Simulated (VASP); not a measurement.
Wanted: the native input for a VASP 6.6.1 run.

* Task: relaxation of cell and atoms
* Functional: PBE
* Potentials or basis: VASP PAW PBE potentials, release 64 (Zn, Te, O)
* Cutoff: 600 eV
* k mesh: 12 × 12 × 12
* Occupations: gaussian, width 0.1 eV
* Spin: no spin polarisation
* Dipole correction: no
* Further INCAR settings: ALGO = Fast; EDIFF = 1e-07; IBRION = 2; EDIFFG = -0.01; NSW = 100; ISIF = 3

The structure of ZnTe2O3 lies in POSCAR:

```
ZnTe2O3
1.0
    2.8911656335      1.6692152568      3.0770597916
   -2.8911656335      1.6692152568      3.0770597916
    0.0000000000     -3.3384305136      3.0770597916
Zn Te O
1 2 3
Direct
    0.0000000000      0.0000000000      0.0000000000
    0.6730027327      0.6730027327      0.6730027327
    0.3269972673      0.3269972673      0.3269972673
    0.0000000000      0.5000000000      0.0000000000
    0.5000000000      0.0000000000      0.0000000000
    0.0000000000      0.0000000000      0.5000000000
```

The cell was built from a structure type or drawn by symmetry, and may not be a known phase.

One way to write it, as run:

INCAR

```
PREC     = Accurate       # precision mode
ENCUT    = 600            # plane-wave cutoff, eV
EDIFF    = 1E-7           # SCF threshold, eV
ISMEAR   = 0              # smearing method
SIGMA    = 0.1            # smearing width, eV
LREAL    = F              # projectors in reciprocal space
LASPH    = T              # aspherical terms in the spheres
NELM     = 100            # most SCF steps
ALGO     = Fast           # electronic algorithm
ISIF     = 3              # what is computed and relaxed
LWAVE    = F              # write WAVECAR
LCHARG   = F              # write CHGCAR
GGA      = PE             # functional
IBRION   = 2              # ionic algorithm
NSW      = 100            # ionic steps
EDIFFG   = -0.01          # ionic threshold
```

KPOINTS

```
Automatic mesh
0
Gamma
  12 12 12
```

Potentials or basis: VASP PAW PBE potentials, release 64 (Zn, Te, O).

Run with:

```console
$ cat potpaw_PBE.64/Zn/POTCAR potpaw_PBE.64/Te/POTCAR potpaw_PBE.64/O/POTCAR > POTCAR
$ mpirun -np 1 vasp_std > vasp.out
```

Results of the run:

```
Relaxed volume                        : 14.87 Å³/atom
Relaxed cell                          : a = 4.534 Å, b = 4.534 Å, c = 4.534 Å, α = 79.76°, β = 79.76°, γ = 79.76°
Space group after relaxing (to 0.1 Å) : R-3m (No. 166)
Energy gained by relaxing             : 0.4 meV/atom
Ionic steps                           : 9
Pressure after relaxing               : 0.0 GPa
Largest force after relaxing          : 0.008 eV/Å
Band gap on the k mesh                : zero (bands 21 and 22 overlap by 2.28 eV)
```

Caveat: spin-orbit coupling is left out, which moves the levels of the heavy elements.

Run time: 31 min on 1 thread of Oxide Virtual Turin-like Processor, on a shared host, peak memory 0.58 GiB.
